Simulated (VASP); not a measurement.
# Sc (P6_3/mmc) in VASP: a series of runs

Sc is run at these levels: LDA; tasks: single point, relaxation of cell and atoms.

Everything below comes from runs of VASP 6.6.1. Logs are shortened: lines on timing, memory, paths and dates and some standing lists are left out, and cuts for length are marked.

## 1. The cell of the first run

It takes space group P6_3/mmc (No. 194, hexagonal). Conventional cell: a = 3.231 Å, b = 3.231 Å, c = 4.984 Å, α = 90.00°, β = 90.00°, γ = 120.00°. Sc (site symmetry -6m2) has 12 Sc at 3.11 to 3.23 Å within 4.1 Å.

## 2. Single point, LDA

Contents of INCAR:

```
ALGO = Fast
EDIFF = 1E-6
ENCUT = 520
ISIF = 2
ISMEAR = 0
LASPH = T
LCHARG = F
LREAL = F
LWAVE = F
NBANDS = 18
NELM = 60
PREC = Accurate
SIGMA = 0.1
```

Contents of KPOINTS:

```
k-points
0
Gamma
  21 21 12
```

Contents of POSCAR:

```
Sc
1.0
    3.2309204776      0.0000000028      0.0000000000
   -1.6154602412      2.7980592097      0.0000000000
    0.0000000000      0.0000000000      4.9838547587
Sc
2
Direct
    0.3333333333      0.6666666667      0.2500000000
    0.6666666667      0.3333333333      0.7500000000
```

Potentials or basis: VASP PAW LDA potentials, release 64 (Sc_sv).

On the command line:

```
cat potpaw_LDA.64/Sc_sv/POTCAR > POTCAR
mpirun -np 1 vasp_std > vasp.out
```

OUTCAR:

```text
EDIFF = 1E-6
   ENCUT = 520
   ISIF = 2
   ISMEAR = 0
   LASPH = T
   LREAL = F
   NELM = 60
   PREC = Accurate

 ion  position               nearest neighbor table
   1  0.333  0.667  0.250-   2 3.11   2 3.11   2 3.11   2 3.11   2 3.11   2 3.11
   2  0.667  0.333  0.750-   1 3.11   1 3.11   1 3.11   1 3.11   1 3.11   1 3.11

  LATTYP: Found a hexagonal cell.
 ALAT       =     3.2309204776
 C/A-ratio  =     1.5425494974

  Lattice vectors:

 A1 = (   3.2309204776,   0.0000000028,   0.0000000000)
 A2 = (  -1.6154602412,   2.7980592097,   0.0000000000)
 A3 = (   0.0000000000,   0.0000000000,   4.9838547587)

Analysis of symmetry for initial positions (statically):
=====================================================================
 Subroutine PRICEL returns:
 Original cell was already a primitive cell.

 Routine SETGRP: Setting up the symmetry group for a
 hexagonal supercell.

 Subroutine GETGRP returns: Found 24 space group operations
 (whereof 12 operations were pure point group operations)
 out of a pool of 24 trial point group operations.

The static configuration has the point symmetry D_3d.
 The point group associated with its full space group is D_6h.

Analysis of symmetry for dynamics (positions and initial velocities):
=====================================================================
 Subroutine PRICEL returns:
 Original cell was already a primitive cell.

 Routine SETGRP: Setting up the symmetry group for a
 hexagonal supercell.

 Subroutine GETGRP returns: Found 24 space group operations
 (whereof 12 operations were pure point group operations)
 out of a pool of 24 trial point group operations.

The dynamic configuration has the point symmetry D_3d.
 The point group associated with its full space group is D_6h.

 Subroutine INISYM returns: Found 24 space group operations
 (whereof 12 operations are pure point group operations),
 and found     1 'primitive' translations

----------------------------------------------------------------------------------------

                                     Primitive cell

  volume of cell :      45.0556

  direct lattice vectors                    reciprocal lattice vectors
     3.230920478  0.000000003  0.000000000     0.309509320  0.178695289  0.000000000
    -1.615460241  2.798059210  0.000000000    -0.000000000  0.357390578  0.000000000
     0.000000000  0.000000000  4.983854759     0.000000000  0.000000000  0.200647902

  length of vectors
[... 76 lines left out ...]
   ISPIN  =      1    spin polarized calculation?
   LNONCOLLINEAR =      F non collinear calculations
   LSORBIT =      F    spin-orbit coupling
   LASPH  =      T    aspherical Exc in radial PAW
   ENCUT  =  520.0 eV  38.22 Ry    6.18 a.u.   6.01  6.01  9.27*2*pi/ulx,y,z
   NELM   =     60;   NELMIN=  2; NELMDL= -5     # of ELM steps
   EDIFF  = 0.1E-05   stopping-criterion for ELM
   LREAL  =      F    real-space projection
   EDIFFG = 0.1E-04   stopping-criterion for IOM
   NSW    =      0    number of steps for IOM
[... 5 lines left out ...]
   TEBEG  =    0.0;   TEEND  =   0.0 temperature during run
   PSTRESS=    0.0 pullay stress
   NELECT =      22.0000    total number of electrons
   NUPDOWN=      -1.0000    fix difference up-down
   EMIN   =  10.00;   EMAX   =-10.00  energy-range for DOS
   EFERMI =   0.00;   METHOD = LEGACY
   ISMEAR =     0;   SIGMA  =   0.10  broadening in eV -4-tet -1-fermi 0-gaus
   EFERMI_NEDOS =   21; number of points for ismear=-14 and -15
   IALGO  =     68    algorithm
   IMIX   =      4    mixing-type and parameters
     AMIX     =   0.40;   BMIX     =  1.00
     AMIX_MAG =   1.60;   BMIX_MAG =  1.00
  volume/ion in A,a.u.               =      22.53       152.03
  Fermi-wavevector in a.u.,A,eV,Ry     =   1.289138  2.436118 22.611220  1.661878
  Thomas-Fermi vector in A             =   2.421049
   LORBIT       =      0    0 simple, 1 ext, 2 COOP (PROOUT), +10 PAW based schemes
   GGA     = CA    functional components
   LHFCALC =     F    Hartree Fock is set to
   AEXX    =    0.0000 exact exchange contribution
   IVDW    =     0    specifies the selected vdW correction
   LEPSILON=     F    determine dielectric tensor
   LRPA    =     F    only Hartree local field effects (RPA)
 non-spin polarized calculation
 RMM-DIIS sequential band-by-band and
 Gauss-broadening in eV      SIGMA  =   0.10
  energy-cutoff  :      520.00
  volume of cell :       45.06
 maximum number of plane-waves:      1242
   NGX = 13   NGY = 13   NGZ = 19

 number of electron      21.9999998 magnetization

 Free energy of the ion-electron system (eV)
  ---------------------------------------------------
  ext. energy  EPLUGINS =         0.00000000
  ---------------------------------------------------
  free energy    TOTEN  =       -13.45792981 eV

  energy without entropy =      -13.43933314  energy(sigma->0) =      -13.44863147

 E-fermi :   3.9959     XC(G=0): -10.5197

 val. band max:        3.9941016311   @ k =   0.3333   0.2857   0.5000
 cond. band min:       3.9981852990   @ k =   0.4286   0.0952   0.3333
 fundamental gap:      0.0040836679
 Fermi energy:         3.9959214365

 k-point     1 :       0.0000    0.0000    0.0000
  band No.  band energies     occupation
      1     -44.5985      2.00000
      2     -44.4843      2.00000
      3     -23.8691      2.00000
      4     -23.3903      2.00000
      5     -23.3903      2.00000
      6     -23.2946      2.00000
[... 481 lines left out ...]
      5     -23.5057      2.00000
      6     -23.4264      2.00000
[... 10 lines left out ...]
     17       6.7735      0.00000
     18       7.1896      0.00000

 [... further k-points ...]

------------------------ aborting loop because EDIFF is reached ----------------------------------------

  FORCE on cell =-STRESS in cart. coord.  units (eV):
  Direction    XX          YY          ZZ          XY          YZ          ZX
  --------------------------------------------------------------------------------------
  -------------------------------------------------------------------------------------
  Total        0.0259902      0.0259902      0.0301988      0.0000000      0.0000000      0.0000000
  in kB        0.9242118      0.9242118      1.0738698      0.0000000      0.0000000      0.0000000
  external PRESSURE =       0.9740978 kB  Pullay stress =       0.0000000 kB

 VOLUME and BASIS-vectors are now :
 -----------------------------------------------------------------------------
  energy-cutoff  :      520.00
  volume of cell :       45.06
      direct lattice vectors                 reciprocal lattice vectors
     3.230920478  0.000000003  0.000000000     0.309509320  0.178695289  0.000000000
    -1.615460241  2.798059210  0.000000000    -0.000000000  0.357390578  0.000000000
     0.000000000  0.000000000  4.983854759     0.000000000  0.000000000  0.200647902

 POSITION                                       TOTAL-FORCE (eV/Angst)
 -----------------------------------------------------------------------------------
     -0.00000      1.86537      1.24596        -0.000000      0.000000      0.000000
      1.61546      0.93269      3.73789         0.000000     -0.000000      0.000000
 -----------------------------------------------------------------------------------
    total drift:                               -0.000000      0.000000     -0.000000

  FREE ENERGIE OF THE ION-ELECTRON SYSTEM (eV)
  ---------------------------------------------------
  free  energy   TOTEN  =       -13.4579298081 eV

  energy  without entropy=      -13.4393331387  energy(sigma->0) =      -13.44863147
```

Wall time 2.8 min (1 thread of Intel Xeon Platinum 8488C (Sapphire Rapids), shared host); peak memory 0.31 GiB.

What came out:

```
Free energy            : -13.4579 eV
Pressure               : 0.1 GPa
Band gap on the k mesh : zero (bands 11 and 12 overlap by 1.66 eV)
```

Levels at points of the mesh, in eV from the Fermi level:
| k point | band 7 | band 8 | band 9 | band 10 | band 11 | band 12 | band 13 | band 14 | band 15 | band 16 |
| --- | --- | --- | --- | --- | --- | --- | --- | --- | --- | --- |
| (0.00, 0.00, 0.00) | -27.29 | -27.25 | -5.23 | -1.76 | 1.01 | 1.63 | 1.63 | 1.99 | 2.15 | 2.15 |
| (0.00, 0.00, 0.50) | -27.34 | -27.34 | -3.55 | -3.55 | 1.05 | 1.05 | 1.52 | 1.52 | 1.52 | 1.52 |

(Continued in part 2 of 2.)
